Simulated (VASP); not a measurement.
**TiO2: relaxation of cell and atoms with AM05**

Crystal: TiO2.

```
Ti O
1.0
     9.45900    0.00000    0.00000
     0.00000    2.95850    0.00000
     0.00000    0.00000    4.90220
Ti O
4 8
Direct
  0.63690 0.25000 0.56463
  0.36310 0.75000 0.43537
  0.86310 0.75000 0.06463
  0.13690 0.25000 0.93537
  0.47240 0.25000 0.29160
  0.52760 0.75000 0.70840
  0.02760 0.75000 0.79160
  0.97240 0.25000 0.20840
  0.76630 0.25000 0.86350
  0.23370 0.75000 0.13650
  0.73370 0.75000 0.36350
  0.26630 0.25000 0.63650
```

```yaml
Program: VASP 6.6.1
Task: relaxation of cell and atoms
Functional: AM05
Potentials_or_basis: VASP PAW PBE potentials, release 64 (Ti_sv_GW, O_GW)
Cutoff: 630 eV
k_mesh: 3 × 8 × 5
Occupations: gaussian, width 0.03 eV
Spin: no spin polarisation
Tolerance_level: standard
Purpose: choice of potentials
Passes: 2
Further_INCAR_settings: ALGO = Normal; EDIFF = 1e-07
```

```yaml
Relaxed_volume: 11.33 Å³/atom
Relaxed_cell: a = 9.415 Å, b = 2.944 Å, c = 4.905 Å, α = 90.00°, β = 90.00°, γ = 90.00°
Space_group_after_relaxing_to_0.1_Å: Pnma (No. 62)
Energy_gained_by_relaxing: 7.0 meV/atom
Ionic_steps: 25
Pressure_after_relaxing: 0.0 GPa
Largest_force_after_relaxing: 0.005 eV/Å
Band_gap_on_the_k_mesh: 2.58 eV (least direct gap 2.73 eV)
```

Forces on the atoms (eV/Å):
```
Ti   0.000  0.000  0.002
Ti   0.000  0.000 -0.002
Ti   0.000  0.000  0.002
Ti   0.000  0.000 -0.002
O   -0.002  0.000 -0.004
O    0.002  0.000  0.004
O    0.002  0.000 -0.004
O   -0.002  0.000  0.004
O    0.000  0.000  0.005
O    0.000  0.000 -0.005
O    0.000  0.000  0.005
O    0.000  0.000 -0.005
```

The path:
```tsv
step	energy change (eV)	largest force (eV/Å)	pressure (GPa)	volume (Å³)
1	0.0000	0.6977	-4.92	137.19
2	0.0959	0.8076	9.62	130.34
3	-0.0685	0.1455	0.38	134.42
4	-0.0685	0.1461	0.49	134.37
5	-0.0761	0.1045	0.40	134.71
6	-0.0797	0.0950	0.29	135.16
7	-0.0849	0.0810	-0.15	135.80
8	-0.0856	0.1292	-0.35	136.12
9	-0.0883	0.0339	0.14	136.05
10	-0.0883	0.0329	0.11	136.05
11	-0.0886	0.0310	-0.18	136.21
12	-0.0886	0.0277	-0.16	136.20
13	-0.0888	0.0131	-0.08	136.15
14	-0.0888	0.0120	-0.03	136.12
15	-0.0888	0.0128	-0.02	136.12
16	-0.0889	0.0089	0.00	136.09
17	-0.0889	0.0130	0.02	136.07
18	-0.0889	0.0157	0.02	136.06
19	-0.0890	0.0078	-0.01	136.06
20	-0.0890	0.0076	-0.02	136.06
21	-0.0890	0.0119	-0.04	136.06
22	-0.0890	0.0083	-0.03	136.06
23	-0.0890	0.0071	-0.01	136.02
24	-0.0891	0.0049	0.03	135.95
25	-0.0840	0.0048	0.02	135.95
```

Final structure:
```yaml
crystal:
  lattice:
    - [9.41477, 0.00000, 0.00000]
    - [0.00000, 2.94411, 0.00000]
    - [0.00000, 0.00000, 4.90465]
  atoms:
    - { symbol: Ti, position: [0.63735, 0.25000, 0.57324] }
    - { symbol: Ti, position: [0.36265, 0.75000, 0.42676] }
    - { symbol: Ti, position: [0.86265, 0.75000, 0.07324] }
    - { symbol: Ti, position: [0.13735, 0.25000, 0.92676] }
    - { symbol: O, position: [0.46990, 0.25000, 0.29669] }
    - { symbol: O, position: [0.53010, 0.75000, 0.70331] }
    - { symbol: O, position: [0.03010, 0.75000, 0.79669] }
    - { symbol: O, position: [0.96990, 0.25000, 0.20331] }
    - { symbol: O, position: [0.76764, 0.25000, 0.86147] }
    - { symbol: O, position: [0.23236, 0.75000, 0.13853] }
    - { symbol: O, position: [0.73236, 0.75000, 0.36147] }
    - { symbol: O, position: [0.26764, 0.25000, 0.63853] }
```

Levels at points of the mesh, in eV from the valence-band top:
| k point | band 46 | band 47 | band 48 | band 49 | band 50 | band 51 |
| --- | --- | --- | --- | --- | --- | --- |
| (0.00, 0.00, 0.00) | -0.20 | -0.09 | 0.00 | 2.73 | 2.83 | 3.06 |
| (0.00, 0.50, 0.00) | -1.30 | -0.98 | -0.98 | 2.94 | 2.94 | 3.14 |

Run time: 18 min on 8 MPI ranks on Intel(R) Xeon(R) 6975P-C (Granite Rapids), on a shared host, peak memory 0.5 GiB a rank.

Caveat: the PAW data sets were made with another functional, which shifts forces and pressure a little; an odd mesh through Γ misses points on the zone boundary, where band edges can lie.
